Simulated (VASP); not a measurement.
# Al (P6_3/mmc) in VASP: notebook, part 2 of 2

VASP 6.6.1.

### 5 Single point, PBEsol

This run uses another cell than the first one, of 16.24 Å³/atom.

INCAR

```
PREC     = Accurate       # precision mode
ENCUT    = 520            # plane-wave cutoff, eV
EDIFF    = 1E-6           # SCF threshold, eV
ISMEAR   = -1             # smearing method
SIGMA    = 0.1            # smearing width, eV
LREAL    = F              # projectors in reciprocal space
LASPH    = T              # aspherical terms in the spheres
NELM     = 100            # most SCF steps
ALGO     = Normal         # electronic algorithm
ISIF     = 2              # what is computed and relaxed
LWAVE    = F              # write WAVECAR
LCHARG   = T              # write CHGCAR
GGA      = PS             # functional
LELF     = T              # ELF
LVHAR    = T            
NBANDS   = 14             # bands
```

KPOINTS

```
regular mesh
0
Gamma
  17 17 5
```

POSCAR

```
Al
1.0
    2.8294712202      0.0000000000      0.0000000000
   -1.4147356101      2.4503939560      0.0000000000
    0.0000000000      0.0000000000      9.3713287236
Al
4
Direct
    1.0000000000      0.0000000000      1.0000000000
    1.0000000000      0.0000000000      0.5000000000
    0.3333333333      0.6666666667      0.2500000000
    0.6666666667      0.3333333333      0.7500000000
```

Potentials or basis: VASP PAW PBE potentials, release 64 (Al).

The run is started by

```
> cat potpaw_PBE.64/Al/POTCAR > POTCAR
> mpirun -np 1 vasp_std > vasp.out
```

OUTCAR:

```text
PREC = Accurate
   ENCUT = 520
   EDIFF = 1E-6
   ISMEAR = -1
   LREAL = F
   LASPH = T
   NELM = 100
   ISIF = 2
   GGA = PS

 ion  position               nearest neighbor table
   1  0.000  0.000  0.000-   3 2.86   4 2.86   4 2.86   3 2.86   4 2.86   3 2.86
   2  0.000  0.000  0.500-   3 2.86   4 2.86   4 2.86   3 2.86   4 2.86   3 2.86
   3  0.333  0.667  0.250-   1 2.86   2 2.86   1 2.86   2 2.86   1 2.86   2 2.86
   4  0.667  0.333  0.750-   1 2.86   2 2.86   1 2.86   2 2.86   1 2.86   2 2.86

  LATTYP: Found a hexagonal cell.
 ALAT       =     2.8294712202
 C/A-ratio  =     3.3120424257

  Lattice vectors:

 A1 = (   2.8294712202,   0.0000000000,   0.0000000000)
 A2 = (  -1.4147356101,   2.4503939560,   0.0000000000)
 A3 = (   0.0000000000,   0.0000000000,   9.3713287236)

Analysis of symmetry for initial positions (statically):
=====================================================================
 Subroutine PRICEL returns:
 Original cell was already a primitive cell.

 Routine SETGRP: Setting up the symmetry group for a
 hexagonal supercell.

 Subroutine GETGRP returns: Found 24 space group operations
 (whereof 12 operations were pure point group operations)
 out of a pool of 24 trial point group operations.
[... 181 lines left out ...]
      4       3.3836      2.00000
      5       3.5430      2.00000
      6      11.3148      0.00000
      7      11.3252      0.00000
      8      19.1020      0.00000
      9      19.1020      0.00000
     10      19.2556      0.00000
     11      19.2556      0.00000
     12      20.1960      0.00000
     13      20.2027      0.00000
     14      20.2998      0.00000
[... 377 lines left out ...]
      1      -0.8427      2.00000
      2       0.8042      2.00000
      3       0.8045      2.00000
      4       5.5116      2.00000
      5       5.7083      2.00000
      6      10.1004      0.00000
      7      10.3462      0.00000
      8      11.4155      0.00000
      9      11.4510      0.00000
     10      11.7935      0.00000
     11      12.3039      0.00000
     12      13.6025      0.00000
     13      13.9682      0.00000
     14      16.0900      0.00000

 [... further k-points ...]
[... 5 lines left out ...]
  --------------------------------------------------------------------------------------
  -------------------------------------------------------------------------------------
  Total        0.1661834      0.1661834     -0.1949246      0.0000000     -0.0000000      0.0000000
  in kB        4.0978492      4.0978492     -4.8065647      0.0000000     -0.0000000      0.0000000
  external PRESSURE =       1.1297112 kB  Pullay stress =       0.0000000 kB

 VOLUME and BASIS-vectors are now :
 -----------------------------------------------------------------------------
  energy-cutoff  :      520.00
  volume of cell :       64.97
      direct lattice vectors                 reciprocal lattice vectors
     2.829471220  0.000000000  0.000000000     0.353422927  0.204048822  0.000000000
    -1.414735610  2.450393956  0.000000000     0.000000000  0.408097644  0.000000000
     0.000000000  0.000000000  9.371328724     0.000000000  0.000000000  0.106708454

 POSITION                                       TOTAL-FORCE (eV/Angst)
 -----------------------------------------------------------------------------------
      0.00000      0.00000      0.00000         0.000000      0.000000      0.000000
      0.00000      0.00000      4.68566         0.000000      0.000000      0.000000
     -0.00000      1.63360      2.34283        -0.000000     -0.000000     -0.000000
      1.41474      0.81680      7.02850         0.000000      0.000000     -0.000000
 -----------------------------------------------------------------------------------
    total drift:                               -0.000000      0.000000      0.000000

  FREE ENERGIE OF THE ION-ELECTRON SYSTEM (eV)
  ---------------------------------------------------
  free  energy   TOTEN  =       -16.3403280029 eV

  energy  without entropy=      -16.2893058767  energy(sigma->0) =      -16.31481694
```

OSZICAR:

```text
N       E                     dE             d eps       ncg     rms          rms(c)
DAV:   1     0.446474037258E+01    0.44647E+01   -0.42218E+03  2772   0.662E+02
DAV:   2    -0.157778471400E+02   -0.20243E+02   -0.18782E+02  3602   0.876E+01
DAV:   3    -0.164520274817E+02   -0.67418E+00   -0.66350E+00  3736   0.130E+01
DAV:   4    -0.164569289620E+02   -0.49015E-02   -0.49010E-02  3264   0.137E+00
DAV:   5    -0.164569805040E+02   -0.51542E-04   -0.51542E-04  3818   0.149E-01    0.282E+00
DAV:   6    -0.163871908366E+02    0.69790E-01   -0.80833E-03  3244   0.449E-01    0.160E+00
DAV:   7    -0.163410305607E+02    0.46160E-01   -0.18441E-02  3126   0.653E-01    0.244E-01
DAV:   8    -0.163403338701E+02    0.69669E-03   -0.42481E-04  3932   0.103E-01    0.275E-02
DAV:   9    -0.163403288256E+02    0.50445E-05   -0.49595E-06  3468   0.120E-02    0.407E-03
DAV:  10    -0.163403280029E+02    0.82272E-06   -0.10138E-07  2430   0.214E-03
   1 F= -.16340328E+02 E0= -.16314817E+02  d E =-.510221E-01
```

stdout:

```text
POSCAR found type information on POSCAR Al
 POSCAR found :  1 types and       4 ions
 scaLAPACK will be used
 -----------------------------------------------------------------------------
|                                                                             |
|                                                                             |
|     You enforced a specific xc type in the INCAR file but a different       |
|     I HOPE YOU KNOW WHAT YOU ARE DOING!                                     |
|                                                                             |
 -----------------------------------------------------------------------------

 LDA part: xc-table for (Slater+PW92), standard interpolation
 POSCAR, INCAR and KPOINTS ok, starting setup
 FFT: planning ... GRIDC
 FFT: planning ... GRID_SOFT
 FFT: planning ... GRID
 WAVECAR not read
 entering main loop
```

It took 1.7 min on 1 thread of Intel Xeon 8259CL, shared host; peak memory 0.22 GiB.

Results:

```
Free energy            : -16.3403 eV
Pressure               : 0.1 GPa
Band gap on the k mesh : zero (bands 6 and 7 overlap by 5.50 eV)
```

Stress tensor (GPa, compression positive):
```
 0.41  0.00  0.00
 0.00  0.41  0.00
 0.00  0.00 -0.48
```

Caveat: the PAW data sets were made with another functional, which shifts forces and pressure a little.

### 6 Overview

```tsv
cell	k mesh	gap on the mesh (eV)	pressure (GPa)
a = 2.867, b = 2.867, c = 9.495 Å, angles 90.0, 90.0, 120.0°, 4 atoms	14 × 14 × 4	none	-2.9
a = 2.903, b = 2.903, c = 9.615 Å, angles 90.0, 90.0, 120.0°, 4 atoms	14 × 14 × 4	none	-5.2
a = 2.938, b = 2.938, c = 9.732 Å, angles 90.0, 90.0, 120.0°, 4 atoms	14 × 14 × 4	none	-7.1
a = 2.829, b = 2.829, c = 9.371 Å, angles 90.0, 90.0, 120.0°, 4 atoms	17 × 17 × 5	none	0.1
```

Alike in all rows: task single point; level PBEsol; potentials or basis VASP PAW PBE potentials, release 64 (Al); no spin polarisation; cutoff (eV) 520; smearing fermi-dirac 0.1 eV.

Caveats: the PAW data sets were made with another functional, which shifts forces and pressure a little; the cell stands under tension (at least some runs).

Absolute energies hang on the potentials; compare differences alone.
